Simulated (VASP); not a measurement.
# AgCl (P4/mmm) in VASP: notebook

The runs below take AgCl through single point, with PBE.

All numbers are computed with VASP 6.6.1; they aren't measurements. Logs are shortened: lines on timing, memory, paths and dates and some standing lists are left out, and cuts for length are marked.

### Step 1. The cell of the first run

Symmetry: P4/mmm, No. 123, tetragonal system. The conventional cell has a = 3.365 Å, b = 3.365 Å, c = 3.434 Å, α = 90.00°, β = 90.00°, γ = 90.00°. Ag (site symmetry 4/mmm) has 8 Cl at 2.93 Å and 6 Ag at 3.37 to 3.43 Å within 3.9 Å. Within 3.9 Å of Cl (site symmetry 4/mmm) lie 8 Ag at 2.93 Å and 6 Cl at 3.37 to 3.43 Å.

### Step 2. Single point, PBE (equal xx and yy strain of -2 %)

Contents of INCAR:

```
PREC     = Accurate       # precision mode
ENCUT    = 520            # plane-wave cutoff, eV
EDIFF    = 1E-6           # SCF threshold, eV
ISMEAR   = -1             # smearing method
SIGMA    = 0.01           # smearing width, eV
LREAL    = False          # projectors in reciprocal space
LASPH    = True           # aspherical terms in the spheres
NELM     = 80             # most SCF steps
ALGO     = Normal         # electronic algorithm
ISIF     = 2              # what is computed and relaxed
LWAVE    = False          # write WAVECAR
LCHARG   = False          # write CHGCAR
GGA      = PE             # functional
NBANDS   = 16             # bands
```

Contents of KPOINTS:

```
regular mesh
0
Gamma
  9 9 9
```

Contents of POSCAR:

```
AgCl
1.0
    3.3652935400      0.0000000000      0.0000000000
    0.0000000000      3.3652935400      0.0000000000
    0.0000000000      0.0000000000      3.4339730000
Ag Cl
1 1
Direct
    0.0000000000      0.0000000000      0.0000000000
    0.5000000000      0.5000000000      0.5000000000
```

Potentials or basis: VASP PAW PBE potentials, release 64 (Ag, Cl).

The run is started by

```
cat potpaw_PBE.64/Ag/POTCAR potpaw_PBE.64/Cl/POTCAR > POTCAR
mpirun -np 1 vasp_std > vasp.out
```

OUTCAR:

```text
PREC = Accurate
   ENCUT = 520
   EDIFF = 1E-6
   ISMEAR = -1
   LREAL = False
   LASPH = True
   NELM = 80
   ISIF = 2
   GGA = PE

 ion  position               nearest neighbor table
   1  0.000  0.000  0.000-   2 2.93   2 2.93   2 2.93   2 2.93   2 2.93   2 2.93   2 2.93   2 2.93

   2  0.500  0.500  0.500-   1 2.93   1 2.93   1 2.93   1 2.93   1 2.93   1 2.93   1 2.93   1 2.93

  LATTYP: Found a simple tetragonal cell.
 ALAT       =     3.3652935400
 C/A-ratio  =     1.0204081633

  Lattice vectors:

 A1 = (   3.3652935400,   0.0000000000,   0.0000000000)
 A2 = (   0.0000000000,   3.3652935400,   0.0000000000)
 A3 = (   0.0000000000,   0.0000000000,   3.4339730000)

Analysis of symmetry for initial positions (statically):
=====================================================================
 Subroutine PRICEL returns:
 Original cell was already a primitive cell.

 Routine SETGRP: Setting up the symmetry group for a
 simple tetragonal supercell.

 Subroutine GETGRP returns: Found 16 space group operations
 (whereof 16 operations were pure point group operations)
 out of a pool of 16 trial point group operations.

The static configuration has the point symmetry D_4h.

Analysis of symmetry for dynamics (positions and initial velocities):
=====================================================================
 Subroutine PRICEL returns:
 Original cell was already a primitive cell.

 Routine SETGRP: Setting up the symmetry group for a
 simple tetragonal supercell.

 Subroutine GETGRP returns: Found 16 space group operations
 (whereof 16 operations were pure point group operations)
 out of a pool of 16 trial point group operations.

The dynamic configuration has the point symmetry D_4h.

 Subroutine INISYM returns: Found 16 space group operations
 (whereof 16 operations are pure point group operations),
 and found     1 'primitive' translations

----------------------------------------------------------------------------------------

                                     Primitive cell

  volume of cell :      38.8904

  direct lattice vectors                    reciprocal lattice vectors
     3.365293540  0.000000000  0.000000000     0.297150899  0.000000000  0.000000000
     0.000000000  3.365293540  0.000000000     0.000000000  0.297150899  0.000000000
[... 77 lines left out ...]
   ISTART =      0    job   : 0-new  1-cont  2-samecut
   ICHARG =      2    charge: 1-file 2-atom 10-const
   ISPIN  =      1    spin polarized calculation?
   LNONCOLLINEAR =      F non collinear calculations
   LSORBIT =      F    spin-orbit coupling
   LASPH  =      T    aspherical Exc in radial PAW
   ENCUT  =  520.0 eV  38.22 Ry    6.18 a.u.   6.26  6.26  6.38*2*pi/ulx,y,z
   NELM   =     80;   NELMIN=  2; NELMDL= -5     # of ELM steps
   EDIFF  = 0.1E-05   stopping-criterion for ELM
   LREAL  =      F    real-space projection
   EDIFFG = 0.1E-04   stopping-criterion for IOM
   NSW    =      0    number of steps for IOM
   IBRION =     -1    ionic relax: 0-MD 1-quasi-New 2-CG
   NFREE  =      0    steps in history (QN), initial steepest desc. (CG)
   ISIF   =      2    stress and relaxation
   ISYM   =      2    0-nonsym 1-usesym 2-fastsym
   POTIM  = 0.5000    time-step for ionic-motion
   TEBEG  =    0.0;   TEEND  =   0.0 temperature during run
   PSTRESS=    0.0 pullay stress
   NELECT =      18.0000    total number of electrons
   NUPDOWN=      -1.0000    fix difference up-down
   EMIN   =  10.00;   EMAX   =-10.00  energy-range for DOS
   EFERMI =   0.00;   METHOD = LEGACY
   ISMEAR =    -1;   SIGMA  =   0.01  broadening in eV -4-tet -1-fermi 0-gaus
   EFERMI_NEDOS =   21; number of points for ismear=-14 and -15
   IALGO  =     38    algorithm
   IMIX   =      4    mixing-type and parameters
     AMIX     =   0.40;   BMIX     =  1.00
     AMIX_MAG =   1.60;   BMIX_MAG =  1.00
  volume/ion in A,a.u.               =      19.45       131.22
  Fermi-wavevector in a.u.,A,eV,Ry     =   1.266343  2.393042 21.818642  1.603625
  Thomas-Fermi vector in A             =   2.399549
   LORBIT       =      0    0 simple, 1 ext, 2 COOP (PROOUT), +10 PAW based schemes
   GGA     = PE    functional components
   LHFCALC =     F    Hartree Fock is set to
   AEXX    =    0.0000 exact exchange contribution
   IVDW    =     0    specifies the selected vdW correction
   LEPSILON=     F    determine dielectric tensor
   LRPA    =     F    only Hartree local field effects (RPA)
 non-spin polarized calculation
  energy-cutoff  :      520.00
  volume of cell :       38.89
 maximum number of plane-waves:      1062
 NGX is ok and might be reduce to    28
   NGX = 13   NGY = 13   NGZ = 13

 number of electron      18.0000001 magnetization

 Free energy of the ion-electron system (eV)
  ---------------------------------------------------
  ext. energy  EPLUGINS =         0.00000000
  ---------------------------------------------------
  free energy    TOTEN  =        -5.11231294 eV

  energy without entropy =       -5.11231294  energy(sigma->0) =       -5.11231294

 E-fermi :   4.5740     XC(G=0): -10.6015

 val. band max:        4.3813860765   @ k =   0.0000   0.0000   0.4444
 cond. band min:       4.9819840513   @ k =   0.0000   0.0000   0.0000
 fundamental gap:      0.6005979748
 Fermi energy:         4.5740194333

 k-point     1 :       0.0000    0.0000    0.0000
  band No.  band energies     occupation
      1     -10.4284      2.00000
      2       1.4908      2.00000
      3       1.5252      2.00000
      4       2.5235      2.00000
      5       2.5235      2.00000
      6       2.5471      2.00000
[... 433 lines left out ...]
      3       1.1522      2.00000
      4       1.5829      2.00000
      5       1.7852      2.00000
      6       2.4774      2.00000
[... 8 lines left out ...]
     15      19.3472      0.00000
     16      21.3000      0.00000

 [... further k-points ...]
[... 5 lines left out ...]
  --------------------------------------------------------------------------------------
  -------------------------------------------------------------------------------------
  Total        0.5289253      0.5289253      0.2822539      0.0000000      0.0000000      0.0000000
  in kB       21.7902468     21.7902468     11.6280751      0.0000000      0.0000000      0.0000000
  external PRESSURE =      18.4028562 kB  Pullay stress =       0.0000000 kB

 VOLUME and BASIS-vectors are now :
 -----------------------------------------------------------------------------
  energy-cutoff  :      520.00
  volume of cell :       38.89
      direct lattice vectors                 reciprocal lattice vectors
     3.365293540  0.000000000  0.000000000     0.297150899  0.000000000  0.000000000
     0.000000000  3.365293540  0.000000000     0.000000000  0.297150899  0.000000000
     0.000000000  0.000000000  3.433973000     0.000000000  0.000000000  0.291207881

 POSITION                                       TOTAL-FORCE (eV/Angst)
 -----------------------------------------------------------------------------------
      0.00000      0.00000      0.00000         0.000000      0.000000      0.000000
      1.68265      1.68265      1.71699         0.000000      0.000000      0.000000
 -----------------------------------------------------------------------------------
    total drift:                               -0.000000      0.000000      0.000000

  FREE ENERGIE OF THE ION-ELECTRON SYSTEM (eV)
  ---------------------------------------------------
  free  energy   TOTEN  =        -5.1123129406 eV

  energy  without entropy=       -5.1123129405  energy(sigma->0) =       -5.11231294
```

OSZICAR:

```text
N       E                     dE             d eps       ncg     rms          rms(c)
DAV:   1     0.997092528061E+02    0.99709E+02   -0.88125E+03  2456   0.103E+03
DAV:   2    -0.184859836380E+01   -0.10156E+03   -0.92637E+02  3016   0.223E+02
DAV:   3    -0.538240205711E+01   -0.35338E+01   -0.35253E+01  2992   0.441E+01
DAV:   4    -0.540488700711E+01   -0.22485E-01   -0.22484E-01  3096   0.381E+00
DAV:   5    -0.540514761619E+01   -0.26061E-03   -0.26061E-03  2944   0.403E-01    0.603E+00
DAV:   6    -0.512463459837E+01    0.28051E+00   -0.35491E-01  2952   0.861E+00    0.402E+00
DAV:   7    -0.511573127549E+01    0.89033E-02   -0.13669E-01  2664   0.247E+00    0.218E+00
DAV:   8    -0.511253606955E+01    0.31952E-02   -0.70630E-03  2864   0.856E-01    0.394E-01
DAV:   9    -0.511228059965E+01    0.25547E-03   -0.67727E-04  3184   0.384E-01    0.519E-02
DAV:  10    -0.511230626331E+01   -0.25664E-04   -0.10961E-04  2864   0.109E-01    0.421E-02
DAV:  11    -0.511231317566E+01   -0.69124E-05   -0.64447E-06  2856   0.218E-02    0.695E-03
DAV:  12    -0.511231294056E+01    0.23510E-06   -0.74975E-07  1944   0.805E-03
   1 F= -.51123129E+01 E0= -.51123129E+01  d E =-.128762E-10
```

stdout:

```text
POSCAR found type information on POSCAR AgCl
 POSCAR found :  2 types and       2 ions
 scaLAPACK will be used
 LDA part: xc-table for (Slater+PW92), standard interpolation
 POSCAR, INCAR and KPOINTS ok, starting setup
 FFT: planning ... GRIDC
 FFT: planning ... GRID_SOFT
 FFT: planning ... GRID
 WAVECAR not read
 entering main loop
```

Run time: 25 s. Hardware: 1 thread of Intel Xeon Platinum 8488C (Sapphire Rapids), shared host; peak memory 0.18 GiB.

What came out:

```yaml
Free_energy: -5.1123 eV
Pressure: 1.8 GPa
Band_gap_on_the_k_mesh: 0.60 eV (least direct gap 2.15 eV)
```

Levels at points of the mesh, in eV from the valence-band top:
| k point | band 7 | band 8 | band 9 | band 10 | band 11 | band 12 |
| --- | --- | --- | --- | --- | --- | --- |
| (0.00, 0.00, 0.00) | -1.75 | -1.55 | -1.55 | 0.60 | 9.34 | 9.47 |

Caveat: the cell differs from its parent crystal (equal xx and yy strain of -2 %); semilocal functionals underestimate gaps, and a narrow one can read as zero. A k mesh can miss the band edges.

### Step 3. Single point, PBE (equal xx and yy strain of +1 %)

Contents of INCAR:

```
ALGO = Normal
EDIFF = 1E-7
ENCUT = 520
GGA = PE
ISIF = 2
ISMEAR = -1
LASPH = T
LCHARG = F
LREAL = F
LWAVE = F
NBANDS = 16
NELM = 100
PREC = Accurate
SIGMA = 0.01
```

Contents of KPOINTS:

```
k-points
0
Gamma
  9 9 9
```

Contents of POSCAR:

```
AgCl
1.0
    3.4683127300      0.0000000000      0.0000000000
    0.0000000000      3.4683127300      0.0000000000
    0.0000000000      0.0000000000      3.4339730000
Ag Cl
1 1
Direct
    0.0000000000      0.0000000000      0.0000000000
    0.5000000000      0.5000000000      0.5000000000
```

Potentials or basis: VASP PAW PBE potentials, release 64 (Ag, Cl).

The run is started by

```
cat potpaw_PBE.64/Ag/POTCAR potpaw_PBE.64/Cl/POTCAR > POTCAR
mpirun -np 1 vasp_std > vasp.out
```

It took 27 s on 1 thread of Intel Xeon Platinum 8488C (Sapphire Rapids), shared host; peak memory 0.18 GiB.

It converged, with:

```yaml
Free_energy: -5.1187 eV
Pressure: -1.1 GPa
Band_gap_on_the_k_mesh: 0.59 eV (least direct gap 1.95 eV)
```

Stress tensor (GPa, compression positive):
```
-1.29  0.00  0.00
 0.00 -1.29  0.00
 0.00  0.00 -0.82
```

Levels at points of the mesh, in eV from the valence-band top:
```csv
k point,band 7,band 8,band 9,band 10,band 11,band 12
"(0.00, 0.00, 0.00)",-1.45,-1.45,-1.36,0.59,9.44,9.51
```

Caveat: the cell differs from its parent crystal (equal xx and yy strain of +1 %); semilocal functionals underestimate gaps, and a narrow one can read as zero. A k mesh can miss the band edges.

### Step 4. Single point, PBE (equal xx and yy strain of +3 %)

Contents of INCAR:

```
  ALGO = Normal
  EDIFF = 1E-6
  ENCUT = 520
  GGA = PE
  ISIF = 2
  ISMEAR = -1
  LASPH = T
  LCHARG = F
  LREAL = F
  LWAVE = F
  NBANDS = 16
  NELM = 100
  PREC = Accurate
  SIGMA = 0.01
```

KPOINTS is that of step 3.

Contents of POSCAR:

```
AgCl
1.0
    3.5369921900      0.0000000000      0.0000000000
    0.0000000000      3.5369921900      0.0000000000
    0.0000000000      0.0000000000      3.4339730000
Ag Cl
1 1
Direct
    0.0000000000      0.0000000000      0.0000000000
    0.5000000000      0.5000000000      0.5000000000
```

The run is started by

```
cat potpaw_PBE.64/Ag/POTCAR potpaw_PBE.64/Cl/POTCAR > POTCAR
mpirun -np 1 vasp_std > vasp.out
```

It took 25 s on 1 thread of Intel Xeon Platinum 8488C (Sapphire Rapids), shared host; peak memory 0.19 GiB.

It converged, with:

```
Free energy            : -5.0969 eV
Pressure               : -2.6 GPa
Band gap on the k mesh : 0.55 eV (least direct gap 1.70 eV)
```

Stress tensor (GPa, compression positive):
```
-3.02  0.00  0.00
 0.00 -3.02  0.00
 0.00  0.00 -1.68
```

Levels at points of the mesh, in eV from the valence-band top:
| k point | band 7 | band 8 | band 9 | band 10 | band 11 | band 12 |
| --- | --- | --- | --- | --- | --- | --- |
| (0.00, 0.00, 0.00) | -1.42 | -1.42 | -1.16 | 0.55 | 9.38 | 9.59 |

Caveat: the cell differs from its parent crystal (equal xx and yy strain of +3 %); semilocal functionals underestimate gaps, and a narrow one can read as zero. A k mesh can miss the band edges.

### Step 5. Summary

| cell | gap on the mesh (eV) | pressure (GPa) |
| --- | --- | --- |
| a = 3.365, b = 3.365, c = 3.434 Å, 2 atoms | 0.60 | 1.8 |
| a = 3.468, b = 3.468, c = 3.434 Å, 2 atoms | 0.59 | -1.1 |
| a = 3.537, b = 3.537, c = 3.434 Å, 2 atoms | 0.55 | -2.6 |

Alike in all rows: task single point; level PBE; potentials or basis VASP PAW PBE potentials, release 64 (Ag, Cl); no spin polarisation; k mesh 9 × 9 × 9; cutoff (eV) 520; smearing fermi-dirac 0.01 eV.

Caveats: semilocal functionals underestimate gaps, and a narrow one can read as zero.

Total energies depend on the potentials used, so only differences within one code and one set of settings carry meaning.
